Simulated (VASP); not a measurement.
The system is Rh.

```
Rh
1.0
     2.68919    0.00000    0.00000
    -1.34460    2.32891    0.00000
     0.00000    0.00000    8.78291
Rh
4
Direct
  0.00000 0.00000 0.00000
  0.00000 0.00000 0.50000
  0.33333 0.66667 0.25000
  0.66667 0.33333 0.75000
```

This isn't the form of Rh at room conditions, which is fcc.

- Program: VASP 6.6.1
- Task: relaxation of cell and atoms
- Functional: PBEsol
- Potentials or basis: VASP PAW PBE potentials, release 64 (Rh_pv)
- Cutoff: 600 eV
- k mesh: 13 × 13 × 4
- Occupations: fermi-dirac, width 0.1 eV
- Spin: no spin polarisation

At the start: pressure -4.5 GPa; volume 13.75 Å³/atom.

Task: How do energy, volume and symmetry change on relaxing?

Result: Over 5 steps the energy falls by 3.1 meV/atom and the volume is 13.53 Å³/atom (-1.6 %); space group P6_3/mmc (No. 194, to 0.1 Å) before and after.

Step by step:
| step | energy change (eV) | largest force (eV/Å) | pressure (GPa) | volume (Å³) |
| --- | --- | --- | --- | --- |
| 1 | 0.0000 | 0.0000 | -4.46 | 55.01 |
| 2 | 0.0706 | 0.0000 | 13.03 | 52.02 |
| 3 | -0.0123 | 0.0000 | -0.06 | 54.15 |
| 4 | -0.0123 | 0.0000 | 0.02 | 54.14 |
| 5 | -0.0123 | 0.0000 | 0.02 | 54.14 |

Final structure:
```
Rh
1.0
     2.67622    0.00000    0.00000
    -1.33811    2.31767    0.00000
     0.00000    0.00000    8.72828
Rh
4
Direct
  0.00000 0.00000 0.00000
  0.00000 0.00000 0.50000
  0.33333 0.66667 0.25000
  0.66667 0.33333 0.75000
```

Caveat: the PAW data sets were made with another functional, which shifts forces and pressure a little.
